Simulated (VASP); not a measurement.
# Rh (P6_3/mmc) in VASP: a series of runs

The runs below take Rh through single point, with PBE.

Program: VASP 6.6.1. These are calculated values, not measurements. Logs are shortened: lines on timing, memory, paths and dates and some standing lists are left out, and cuts for length are marked.

### Step 1. The cell of the first run

The structure is hexagonal, space group P6_3/mmc (No. 194). Conventional cell: a = 2.834 Å, b = 2.834 Å, c = 4.525 Å, α = 90.00°, β = 90.00°, γ = 120.00°. Within 3.7 Å of Rh (site symmetry -6m2) lie 12 Rh at 2.79 to 2.83 Å.

This isn't the form of Rh at room conditions, which is fcc.

### Step 2. Single point, PBE

INCAR reads:

```
PREC     = Accurate       # precision mode
ENCUT    = 520            # plane-wave cutoff, eV
EDIFF    = 1E-7           # SCF threshold, eV
ISMEAR   = 0              # smearing method
SIGMA    = 0.15           # smearing width, eV
LREAL    = F              # projectors in reciprocal space
LASPH    = T              # aspherical terms in the spheres
NELM     = 60             # most SCF steps
ALGO     = Fast           # electronic algorithm
ISIF     = 2              # what is computed and relaxed
LWAVE    = F              # write WAVECAR
LCHARG   = T              # write CHGCAR
GGA      = PE             # functional
LELF     = T              # ELF
LVHAR    = T            
NBANDS   = 22             # bands
```

KPOINTS reads:

```
regular mesh
0
Gamma
  18 18 10
```

POSCAR reads:

```
Rh
1.0
    2.8339000000      0.0000000000      0.0000000000
   -1.4169500000      2.4542293918      0.0000000000
    0.0000000000      0.0000000000      4.5254000000
Rh
2
Direct
    0.6666666667      0.3333333333      0.7500000000
    0.3333333333      0.6666666667      0.2500000000
```

Potentials or basis: VASP PAW PBE potentials, release 64 (Rh_pv).

Run with:

```
$ cat potpaw_PBE.64/Rh_pv/POTCAR > POTCAR
$ mpirun -np 1 vasp_std > vasp.out
```

OUTCAR:

```text
PREC = Accurate
   ENCUT = 520
   EDIFF = 1E-7
   ISMEAR = 0
   LREAL = F
   LASPH = T
   NELM = 60
   ISIF = 2
   GGA = PE

 ion  position               nearest neighbor table
   1  0.667  0.333  0.750-   2 2.79   2 2.79   2 2.79   2 2.79   2 2.79   2 2.79
   2  0.333  0.667  0.250-   1 2.79   1 2.79   1 2.79   1 2.79   1 2.79   1 2.79

  LATTYP: Found a hexagonal cell.
 ALAT       =     2.8339000000
 C/A-ratio  =     1.5968806239

  Lattice vectors:

 A1 = (   2.8339000000,   0.0000000000,   0.0000000000)
 A2 = (  -1.4169500000,   2.4542293918,   0.0000000000)
 A3 = (   0.0000000000,   0.0000000000,   4.5254000000)

Analysis of symmetry for initial positions (statically):
=====================================================================
 Subroutine PRICEL returns:
 Original cell was already a primitive cell.

 Routine SETGRP: Setting up the symmetry group for a
 hexagonal supercell.

 Subroutine GETGRP returns: Found 24 space group operations
 (whereof 12 operations were pure point group operations)
 out of a pool of 24 trial point group operations.

The static configuration has the point symmetry D_3d.
 The point group associated with its full space group is D_6h.

Analysis of symmetry for dynamics (positions and initial velocities):
=====================================================================
 Subroutine PRICEL returns:
 Original cell was already a primitive cell.

 Routine SETGRP: Setting up the symmetry group for a
 hexagonal supercell.

 Subroutine GETGRP returns: Found 24 space group operations
 (whereof 12 operations were pure point group operations)
 out of a pool of 24 trial point group operations.

The dynamic configuration has the point symmetry D_3d.
 The point group associated with its full space group is D_6h.

 Subroutine INISYM returns: Found 24 space group operations
 (whereof 12 operations are pure point group operations),
 and found     1 'primitive' translations

----------------------------------------------------------------------------------------

                                     Primitive cell

  volume of cell :      31.4743

  direct lattice vectors                    reciprocal lattice vectors
     2.833900000  0.000000000  0.000000000     0.352870602  0.203729937  0.000000000
    -1.416950000  2.454229392  0.000000000     0.000000000  0.407459875  0.000000000
     0.000000000  0.000000000  4.525400000     0.000000000  0.000000000  0.220974941

  length of vectors
     2.833900000  2.833900000  4.525400000     0.407459875  0.407459875  0.220974941

  position of ions in fractional coordinates (direct lattice)
     0.666666667  0.333333333  0.750000000
     0.333333333  0.666666667  0.250000000

  ion indices of the primitive-cell ions
   primitive index   ion index
                 1           1
                 2           2

----------------------------------------------------------------------------------------

 KPOINTS: regular mesh

Automatic generation of k-mesh.
 Grid dimensions read from file:
 generate k-points for:   18   18   10

 Generating k-lattice:

  Cartesian coordinates                     Fractional coordinates (reciprocal lattice)
     0.019603922  0.011318330  0.000000000     0.055555556  0.000000000  0.000000000
     0.000000000  0.022636660  0.000000000     0.000000000  0.055555556  0.000000000
     0.000000000  0.000000000  0.022097494     0.000000000  0.000000000  0.100000000

  Length of vectors
     0.022636660  0.022636660  0.022097494

  Shift w.r.t. Gamma in fractional coordinates (k-lattice)
     0.000000000  0.000000000  0.000000000

 Subroutine IBZKPT returns following result:
 ===========================================

 Found    222 irreducible k-points:

 Following reciprocal coordinates:
            Coordinates               Weight
  0.000000  0.000000  0.000000      1.000000
  0.055556 -0.000000  0.000000      6.000000
  0.111111 -0.000000  0.000000      6.000000
  0.166667 -0.000000  0.000000      6.000000
  0.222222 -0.000000  0.000000      6.000000
  0.277778  0.000000  0.000000      6.000000
[... 16 lines left out ...]
  0.333333  0.111111  0.000000     12.000000
  0.388889  0.111111  0.000000     12.000000
 [... further k-points ...]
   k-points           NKPTS =    222   k-points in BZ     NKDIM =    222   number of bands    NBANDS=     22
   number of dos      NEDOS =    301   number of ions     NIONS =      2
   total plane-waves  NPLWV =  20736
   dimension x,y,z NGX =    24 NGY =   24 NGZ =   36
   dimension x,y,z NGXF=    48 NGYF=   48 NGZF=   72
   ions per type =               2
   NGX,Y,Z   is equivalent  to a cutoff of  14.08, 14.08, 13.23 a.u.
   NGXF,Y,Z  is equivalent  to a cutoff of  28.16, 28.16, 26.45 a.u.
 SYSTEM =  unknown system
   PREC   = accura    normal or accurate (medium, high low for compatibility)
   ISTART =      0    job   : 0-new  1-cont  2-samecut
   ICHARG =      2    charge: 1-file 2-atom 10-const
   ISPIN  =      1    spin polarized calculation?
   LNONCOLLINEAR =      F non collinear calculations
   LSORBIT =      F    spin-orbit coupling
   LASPH  =      T    aspherical Exc in radial PAW
   ENCUT  =  520.0 eV  38.22 Ry    6.18 a.u.   5.27  5.27  8.41*2*pi/ulx,y,z
   NELM   =     60;   NELMIN=  2; NELMDL= -5     # of ELM steps
   EDIFF  = 0.1E-06   stopping-criterion for ELM
   LREAL  =      F    real-space projection
   EDIFFG = 0.1E-05   stopping-criterion for IOM
   NSW    =      0    number of steps for IOM
   IBRION =     -1    ionic relax: 0-MD 1-quasi-New 2-CG
   NFREE  =      0    steps in history (QN), initial steepest desc. (CG)
   ISIF   =      2    stress and relaxation
   ISYM   =      2    0-nonsym 1-usesym 2-fastsym
   POTIM  = 0.5000    time-step for ionic-motion
   TEBEG  =    0.0;   TEEND  =   0.0 temperature during run
   PSTRESS=    0.0 pullay stress
   NELECT =      30.0000    total number of electrons
   NUPDOWN=      -1.0000    fix difference up-down
   EMIN   =  10.00;   EMAX   =-10.00  energy-range for DOS
   EFERMI =   0.00;   METHOD = LEGACY
   ISMEAR =     0;   SIGMA  =   0.15  broadening in eV -4-tet -1-fermi 0-gaus
   EFERMI_NEDOS =   21; number of points for ismear=-14 and -15
   IALGO  =     68    algorithm
   IMIX   =      4    mixing-type and parameters
     AMIX     =   0.40;   BMIX     =  1.00
     AMIX_MAG =   1.60;   BMIX_MAG =  1.00
  volume/ion in A,a.u.               =      15.74       106.20
  Fermi-wavevector in a.u.,A,eV,Ry     =   1.611127  3.044588 35.317041  2.595729
  Thomas-Fermi vector in A             =   2.706567
   LORBIT       =      0    0 simple, 1 ext, 2 COOP (PROOUT), +10 PAW based schemes
   GGA     = PE    functional components
   LHFCALC =     F    Hartree Fock is set to
   AEXX    =    0.0000 exact exchange contribution
   IVDW    =     0    specifies the selected vdW correction
   LEPSILON=     F    determine dielectric tensor
   LRPA    =     F    only Hartree local field effects (RPA)
 non-spin polarized calculation
 RMM-DIIS sequential band-by-band and
 Gauss-broadening in eV      SIGMA  =   0.15
  energy-cutoff  :      520.00
  volume of cell :       31.47
 maximum number of plane-waves:       861
 NGX is ok and might be reduce to    24
   NGX = 11   NGY = 11   NGZ = 17

 number of electron      29.9999990 magnetization

 Free energy of the ion-electron system (eV)
  ---------------------------------------------------
  ext. energy  EPLUGINS =         0.00000000
  ---------------------------------------------------
  free energy    TOTEN  =       -14.22504446 eV

  energy without entropy =      -14.17888575  energy(sigma->0) =      -14.20196511

 E-fermi :   9.6691     XC(G=0): -13.1752

 val. band max:        9.6653953499   @ k =   0.2222   0.1111   0.4000
 cond. band min:       9.6702186408   @ k =   0.3889   0.1667   0.1000
 fundamental gap:      0.0048232910
 Fermi energy:         9.6691083257

 k-point     1 :       0.0000    0.0000    0.0000
  band No.  band energies     occupation
      1     -37.0349      2.00000
      2     -36.6066      2.00000
      3     -36.6066      2.00000
      4     -36.5537      2.00000
      5     -36.5330      2.00000
      6     -36.5330      2.00000
[... 14 lines left out ...]
     21      27.7687      0.00000
     22      28.0357      0.00000

 k-point     2 :       0.0556   -0.0000    0.0000
  band No.  band energies     occupation
      1     -37.0304      2.00000
      2     -36.6161      2.00000
      3     -36.6098      2.00000
      4     -36.5558      2.00000
      5     -36.5431      2.00000
      6     -36.5346      2.00000
[... 14 lines left out ...]
     21      27.8661      0.00000
     22      27.9968      0.00000

 k-point     3 :       0.1111   -0.0000    0.0000
  band No.  band energies     occupation
      1     -37.0173      2.00000
      2     -36.6437      2.00000
      3     -36.6190      2.00000
      4     -36.5718      2.00000
      5     -36.5620      2.00000
      6     -36.5390      2.00000
[... 14 lines left out ...]
     21      27.5123      0.00000
     22      28.1200      0.00000

 k-point     4 :       0.1667   -0.0000    0.0000
  band No.  band energies     occupation
      1     -36.9962      2.00000
      2     -36.6861      2.00000
      3     -36.6328      2.00000
      4     -36.6154      2.00000
      5     -36.5724      2.00000
      6     -36.5461      2.00000
[... 14 lines left out ...]
     21      27.1720      0.00000
     22      27.3485      0.00000

 k-point     5 :       0.2222   -0.0000    0.0000
  band No.  band energies     occupation
      1     -36.9687      2.00000
      2     -36.7381      2.00000
      3     -36.6681      2.00000
      4     -36.6494      2.00000
      5     -36.5868      2.00000
      6     -36.5552      2.00000
[... 14 lines left out ...]
     21      25.8524      0.00000
     22      27.1234      0.00000

 k-point     6 :       0.2778    0.0000    0.0000
  band No.  band energies     occupation
      1     -36.9366      2.00000
      2     -36.7938      2.00000
      3     -36.7233      2.00000
      4     -36.6668      2.00000
      5     -36.6050      2.00000
      6     -36.5651      2.00000
[... 14 lines left out ...]
     21      24.6165      0.00000
     22      26.0417      0.00000

 k-point     7 :       0.3333    0.0000    0.0000
  band No.  band energies     occupation
      1     -36.9023      2.00000
      2     -36.8462      2.00000
      3     -36.7744      2.00000
      4     -36.6827      2.00000
      5     -36.6261      2.00000
      6     -36.5746      2.00000
[... 324 lines left out ...]
      6     -36.5708      2.00000
[... 14 lines left out ...]
     21      23.7830      0.00000
     22      26.9084      0.00000

 k-point    21 :       0.2222    0.1111    0.0000
  band No.  band energies     occupation
      1     -36.9260      2.00000
      2     -36.7921      2.00000
      3     -36.7504      2.00000
      4     -36.6647      2.00000
      5     -36.6113      2.00000
      6     -36.5842      2.00000
[... 14 lines left out ...]
     21      22.8449      0.00000
     22      25.9956      0.00000

 k-point    22 :       0.2778    0.1111    0.0000
  band No.  band energies     occupation
      1     -36.8923      2.00000
      2     -36.8406      2.00000
      3     -36.7863      2.00000
      4     -36.6895      2.00000
      5     -36.6326      2.00000
      6     -36.5964      2.00000
[... 14 lines left out ...]
     21      21.9393      0.00000
     22      25.1563      0.00000

 k-point    23 :       0.3333    0.1111    0.0000
  band No.  band energies     occupation
      1     -36.8806      2.00000
      2     -36.8596      2.00000
      3     -36.8152      2.00000
      4     -36.7095      2.00000
      5     -36.6553      2.00000
      6     -36.6061      2.00000
[... 14 lines left out ...]
     21      21.1680      0.00000
     22      24.3624      0.00000

 k-point    24 :       0.3889    0.1111    0.0000
  band No.  band energies     occupation
      1     -36.9066      2.00000
      2     -36.8340      2.00000
      3     -36.8331      2.00000
      4     -36.7223      2.00000
      5     -36.6752      2.00000
      6     -36.6125      2.00000
[... 14 lines left out ...]
     21      20.6339      0.00000
     22      23.3481      0.00000

 [... further k-points ...]

------------------------ aborting loop because EDIFF is reached ----------------------------------------

  FORCE on cell =-STRESS in cart. coord.  units (eV):
  Direction    XX          YY          ZZ          XY          YZ          ZX
  --------------------------------------------------------------------------------------
  -------------------------------------------------------------------------------------
  Total       -4.1284264     -4.1284264     -4.0031659      0.0000000     -0.0000000     -0.0000000
  in kB     -210.1543967   -210.1543967   -203.7781065      0.0000000     -0.0000000     -0.0000000
  external PRESSURE =    -208.0289666 kB  Pullay stress =       0.0000000 kB

 VOLUME and BASIS-vectors are now :
 -----------------------------------------------------------------------------
  energy-cutoff  :      520.00
  volume of cell :       31.47
      direct lattice vectors                 reciprocal lattice vectors
     2.833900000  0.000000000  0.000000000     0.352870602  0.203729937  0.000000000
    -1.416950000  2.454229392  0.000000000     0.000000000  0.407459875  0.000000000
     0.000000000  0.000000000  4.525400000     0.000000000  0.000000000  0.220974941

 POSITION                                       TOTAL-FORCE (eV/Angst)
 -----------------------------------------------------------------------------------
      1.41695      0.81808      3.39405        -0.000000     -0.000000      0.000000
     -0.00000      1.63615      1.13135         0.000000      0.000000      0.000000
 -----------------------------------------------------------------------------------
    total drift:                               -0.000000      0.000000     -0.000000

  FREE ENERGIE OF THE ION-ELECTRON SYSTEM (eV)
  ---------------------------------------------------
  free  energy   TOTEN  =       -14.2250444637 eV

  energy  without entropy=      -14.1788857469  energy(sigma->0) =      -14.20196511
```

Run time: 96 s. Hardware: 1 thread of Intel Xeon Platinum 8488C (Sapphire Rapids), shared host; peak memory 0.24 GiB.

What came out:

```yaml
Free_energy: -14.2250 eV
Pressure: -20.8 GPa
Band_gap_on_the_k_mesh: zero (bands 15 and 16 overlap by 1.93 eV)
```

Levels at points of the mesh, in eV from the Fermi level:
```csv
k point,band 13,band 14,band 15,band 16,band 17,band 18
"(0.00, 0.00, 0.00)",-2.01,-1.62,-1.62,0.10,0.10,1.02
"(0.50, 0.00, 0.00)",-1.77,0.28,0.52,0.54,2.62,4.45
"(0.00, 0.00, 0.50)",-2.56,-2.56,-0.37,-0.37,-0.37,-0.37
"(0.50, 0.00, 0.50)",-0.22,-0.22,0.44,0.44,2.50,2.50
```

Caveat: the cell stands under tension.

[end of part 1 of 2]
